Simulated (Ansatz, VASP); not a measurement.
# One calculation of WS2, two programs

File INCAR:

```
SYSTEM = WS2
PREC     = Accurate       ! precision mode
ENCUT    = 520            ! plane-wave cutoff, eV
EDIFF    = 1E-8           ! SCF threshold, eV
ISMEAR   = -1             ! smearing method
SIGMA    = 0.08           ! smearing width, eV
LREAL    = .FALSE.        ! projectors in reciprocal space
LASPH    = .TRUE.         ! aspherical terms in the spheres
NELM     = 100            ! most SCF steps
ALGO     = Normal         ! electronic algorithm
ISIF     = 2              ! what is computed and relaxed
LWAVE    = .FALSE.        ! write WAVECAR
LCHARG   = .FALSE.        ! write CHGCAR
GGA      = PE             ! functional
LEFG     = .TRUE.       
NBANDS   = 20             ! bands
```

Contents of KPOINTS:

```
Automatic mesh
0
G
  13 13 13
  0 0 0
```

File POSCAR:

```
WS2
1.0
    1.5576599252      0.8993153771      6.0800315456
   -1.5576599252      0.8993153771      6.0800315456
    0.0000000000     -1.7986307542      6.0800315456
W S
1 2
Direct
    0.0000000000      0.0000000000      0.0000000000
    0.7503000000      0.7503000000      0.7503000000
    0.5810000000      0.5810000000      0.5810000000
```

Input for Ansatz:

```yaml
crystal:
  lattice:
    - [1.5576599252, 0.8993153771, 6.0800315456]
    - [-1.5576599252, 0.8993153771, 6.0800315456]
    - [0.0, -1.7986307542, 6.0800315456]
  atoms:
    - { symbol: W, position: [0.0, 0.0, 0.0] }
    - { symbol: S, position: [0.7503, 0.7503, 0.7503] }
    - { symbol: S, position: [0.581, 0.581, 0.581] }
kpoints:
  mp_grid: { grid: [13, 13, 13] }
scf:
  occupations: { method: fermi_dirac, width: 0.08 }
hamiltonian:
  xc: pbe
  pseudopotentials: { kind: paw }
output:
  forces: true
  stress: true
  eigenvalues: true
  efg: { contact_densities: true }
```

Change from the starting cell: volume scaled by 0.96, PAW files.

Alike in both runs: task electric field gradients; functional PBE; k mesh 13 × 13 × 13; occupations fermi-dirac, width 0.08 eV; no spin polarisation.

|  | VASP | Ansatz |
| --- | --- | --- |
| version | VASP 6.6.1 | Ansatz 0.2.0 |
| potentials or method | VASP PAW PBE potentials, release 64 (W_sv, S) | PAW with Ansatz's default frozen-core files, scalar-relativistic |
| plane-wave cutoff (eV) | 520 | 420 |
| valence electrons in the cell | 26 | 26 |

```csv
,VASP,Ansatz,Ansatz less VASP
pressure (GPa),12.4,12.4,+0.03
"traceless stress, the component that is largest in VASP (GPa)",0.78,0.79,+0.009
rms of the force components (eV/Å),0.537,0.536,-0.0011
size of Vzz on the site where it differs most (V/Å²),162.0,181.9,+19.90
```

Atom by atom the forces differ by 0.001 eV/Å (rms over components).

Spin-orbit coupling is off throughout.
